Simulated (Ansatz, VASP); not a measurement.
AlN in VASP and in Ansatz

File INCAR:

```
  PREC = Accurate
  ENCUT = 600
  EDIFF = 1E-6
  ISMEAR = 0
  SIGMA = 0.02
  LREAL = F
  LASPH = T
  NELM = 120
  ALGO = Normal
  ISIF = 2
  LWAVE = F
  LCHARG = T
  GGA = PS
  LELF = T
  LVHAR = T
  NBANDS = 11
  GGA_COMPAT = F
```

The input KPOINTS:

```
regular mesh
0
Gamma
  10 10 10
```

POSCAR

```
AlN
1.0
    0.0000000000      2.0815651695      2.0815651695
    2.0815651695      0.0000000000      2.0815651695
    2.0815651695      2.0815651695      0.0000000000
Al N
1 1
Direct
    0.5000000000      0.5000000000      0.5000000000
    0.0000000000      0.0000000000      0.0000000000
```

Input for Ansatz:

```yaml
crystal:
  lattice:
    - [0.0, 2.0815651695, 2.0815651695]
    - [2.0815651695, 0.0, 2.0815651695]
    - [2.0815651695, 2.0815651695, 0.0]
  atoms:
    - { symbol: Al, position: [0.5, 0.5, 0.5] }
    - { symbol: "N", position: [0.0, 0.0, 0.0] }
basis:
  ecutwfc: 420
kpoints:
  mp_grid: { grid: [10, 10, 10] }
hamiltonian:
  xc: pbesol
  pseudopotentials: { kind: paw }
scf:
  occupations: { method: gaussian, width: 0.02 }
output:
  forces: true
  stress: true
  eigenvalues: true
```

Alike in both runs: task single point; functional PBEsol; k mesh 10 × 10 × 10; occupations gaussian, width 0.02 eV; no spin polarisation.

|  | VASP | Ansatz |
| --- | --- | --- |
| version | VASP 6.6.1 | Ansatz 0.2.0 |
| potentials or method | VASP PAW PBE potentials, release 64 (Al, N), cutoff 600 eV | scalar-relativistic, plane waves, PAW |
| valence electrons in the cell | 8 | 8 |

Ansatz gave:

- gap on the k mesh at the Fermi level (eV): 3.75
- least direct gap on the mesh (eV): 4.45
- pressure (GPa): -19.1

Question: Which values does VASP return?

Answer: gap on the k mesh at the Fermi level (eV): 3.75; least direct gap on the mesh (eV): 4.47; pressure (GPa): -19.3.

VASP's potentials were made for PBE, not for PBEsol.
